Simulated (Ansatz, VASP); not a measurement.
SiO2 in VASP and in Ansatz

INCAR

```
  ALGO = Normal
  EDIFF = 1E-8
  ENCUT = 520
  GGA = PE
  ISIF = 2
  ISMEAR = -1
  LASPH = True
  LCHARG = False
  LEFG = True
  LREAL = Auto
  LWAVE = False
  NBANDS = 82
  NELM = 60
  PREC = Accurate
  SIGMA = 0.02
```

KPOINTS

```
k-points
0
Gamma
  3 3 3
```

The input POSCAR:

```
SiO2
1.0
    4.5081384210     -5.1273102223      0.0000000000
    4.5081384210      5.1273102223      0.0000000000
    0.0000000000      0.0000000000      8.9926986000
Si O
8 16
Direct
    0.3068768900      0.0393005300      0.9095200200
    0.4606994700      0.1931231100      0.5904799800
    0.0393005300      0.3068768900      0.0904799800
    0.1931231100      0.4606994700      0.4095200200
    0.9606994700      0.6931231100      0.9095200200
    0.6931231100      0.9606994700      0.0904799800
    0.8068768900      0.5393005300      0.5904799800
    0.5393005300      0.8068768900      0.4095200200
    0.8078162300      0.8078162300      0.0000000000
    0.6320975800      0.8679024200      0.2500000000
    0.6921837700      0.6921837700      0.5000000000
    0.3331422500      0.6668577500      0.3870059400
    0.1320975800      0.3679024200      0.2500000000
    0.8679024200      0.6320975800      0.7500000000
    0.1921837700      0.1921837700      0.0000000000
    0.3679024200      0.1320975800      0.7500000000
    0.0000000000      0.5000000000      0.0000000000
    0.1668577500      0.8331422500      0.8870059400
    0.6668577500      0.3331422500      0.6129940600
    0.8331422500      0.1668577500      0.1129940600
    0.3078162300      0.3078162300      0.5000000000
    0.5000000000      0.0000000000      0.0000000000
    0.0000000000      0.5000000000      0.5000000000
    0.5000000000      0.0000000000      0.5000000000
```

Input for Ansatz:

```yaml
crystal:
  lattice:
    - [4.508138421, -5.1273102223, 0.0]
    - [4.508138421, 5.1273102223, 0.0]
    - [0.0, 0.0, 8.9926986]
  atoms:
    - { symbol: Si, position: [0.30687689, 0.03930053, 0.90952002] }
    - { symbol: Si, position: [0.46069947, 0.19312311, 0.59047998] }
    - { symbol: Si, position: [0.03930053, 0.30687689, 0.09047998] }
    - { symbol: Si, position: [0.19312311, 0.46069947, 0.40952002] }
    - { symbol: Si, position: [0.96069947, 0.69312311, 0.90952002] }
    - { symbol: Si, position: [0.69312311, 0.96069947, 0.09047998] }
    - { symbol: Si, position: [0.80687689, 0.53930053, 0.59047998] }
    - { symbol: Si, position: [0.53930053, 0.80687689, 0.40952002] }
    - { symbol: O, position: [0.80781623, 0.80781623, 0.0] }
    - { symbol: O, position: [0.63209758, 0.86790242, 0.25] }
    - { symbol: O, position: [0.69218377, 0.69218377, 0.5] }
    - { symbol: O, position: [0.33314225, 0.66685775, 0.38700594] }
    - { symbol: O, position: [0.13209758, 0.36790242, 0.25] }
    - { symbol: O, position: [0.86790242, 0.63209758, 0.75] }
    - { symbol: O, position: [0.19218377, 0.19218377, 0.0] }
    - { symbol: O, position: [0.36790242, 0.13209758, 0.75] }
    - { symbol: O, position: [0.0, 0.5, 0.0] }
    - { symbol: O, position: [0.16685775, 0.83314225, 0.88700594] }
    - { symbol: O, position: [0.66685775, 0.33314225, 0.61299406] }
    - { symbol: O, position: [0.83314225, 0.16685775, 0.11299406] }
    - { symbol: O, position: [0.30781623, 0.30781623, 0.5] }
    - { symbol: O, position: [0.5, 0.0, 0.0] }
    - { symbol: O, position: [0.0, 0.5, 0.5] }
    - { symbol: O, position: [0.5, 0.0, 0.5] }
kpoints:
  mp_grid: { grid: [3, 3, 3] }
scf:
  occupations: { method: fermi_dirac, width: 0.02 }
hamiltonian:
  xc: pbe
  pseudopotentials: { kind: paw, frozen_core: stored }
output:
  forces: true
  stress: true
  populations: true
  efg: { quadrupole_moments_barn: { O: -0.02558 } }
```

Alike in both runs: task electric field gradients; functional PBE; k mesh 3 × 3 × 3; occupations fermi-dirac, width 0.02 eV; no spin polarisation.

|  | VASP | Ansatz |
| --- | --- | --- |
| version | VASP 6.6.1 | Ansatz 0.2.0 |
| potentials or method | VASP PAW PBE potentials, release 64 (Si, O) | plane-wave PAW, scalar-relativistic |
| plane-wave cutoff (eV) | 520 | 420 |
| valence electrons in the cell | 128 | 128 |

|  | VASP | Ansatz | Ansatz less VASP |
| --- | --- | --- | --- |
| gap on the k mesh at the Fermi level (eV) | 5.47 | 5.47 | +0.002 |
| pressure (GPa) | 3.8 | 3.7 | -0.07 |
| traceless stress, the component that is largest in VASP (GPa) | 0.05 | 0.02 | -0.034 |
| rms of the force components (eV/Å) | 0.076 | 0.079 | +0.0033 |
| size of Vzz on the site where it differs most (V/Å²) | 97.6 | 106.3 | +8.73 |

Atom by atom the forces differ by 0.008 eV/Å (rms over components).
